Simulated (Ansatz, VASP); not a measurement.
# One calculation of InBAs2, two programs

File INCAR:

```
PREC = Accurate
ENCUT = 520
EDIFF = 1E-6
ISMEAR = -1
SIGMA = 0.02
LREAL = F
LASPH = T
NELM = 60
ALGO = Normal
ISIF = 2
LWAVE = F
LCHARG = F
GGA = PE
NBANDS = 21
```

KPOINTS

```
Automatic mesh
0
Gamma
  6 6 4
```

POSCAR

```
InBAs2
1.0
    3.7846377380      0.0000000000      0.0000000000
    0.0000000000      3.7846377380      0.0000000000
    0.0000000000      0.0000000000      5.8238448075
B As In
1 2 1
Direct
    0.0000000000      0.0000000000      0.0000000000
    0.0000000000      0.5000000000      0.1923229665
    0.5000000000      0.0000000000      0.8076770335
    0.5000000000      0.5000000000      0.5000000000
```

Input for Ansatz:

```yaml
crystal:
  lattice:
    - [3.784637738, 0.0, 0.0]
    - [0.0, 3.784637738, 0.0]
    - [0.0, 0.0, 5.8238448075]
  atoms:
    - { symbol: B, position: [0.0, 0.0, 0.0] }
    - { symbol: As, position: [0.0, 0.5, 0.1923229665] }
    - { symbol: In, position: [0.5, 0.5, 0.5] }
    - { symbol: As, position: [0.5, 0.0, 0.8076770335] }
kpoints:
  mp_grid: { grid: [6, 6, 4] }
hamiltonian:
  xc: pbe
scf:
  occupations: { method: fermi_dirac, width: 0.02 }
  n_extra_bands: 5
output:
  forces: true
  stress: true
  eigenvalues: true
```

Alike in both runs: task single point; functional PBE; k mesh 6 × 6 × 4; occupations fermi-dirac, width 0.02 eV; no spin polarisation.

|  | VASP | Ansatz |
| --- | --- | --- |
| version | VASP 6.6.1 | Ansatz 0.2.0 |
| potentials or method | VASP PAW PBE potentials, release 64 (B, As, In_d) | plane waves, PAW |
| plane-wave cutoff (eV) | 520 | 420 |
| valence electrons in the cell | 26 | 46 |

```csv
,VASP,Ansatz,Ansatz less VASP
pressure (GPa),0.2,0.0,-0.15
rms of the force components (eV/Å),0.005,0.000,-0.0053
```

The functional is the same, so the differences come from potentials, cutoffs and numerics. VASP's potentials hold 26 valence electrons a cell and Ansatz's 46, so a difference there can come from the potentials and not from the codes.
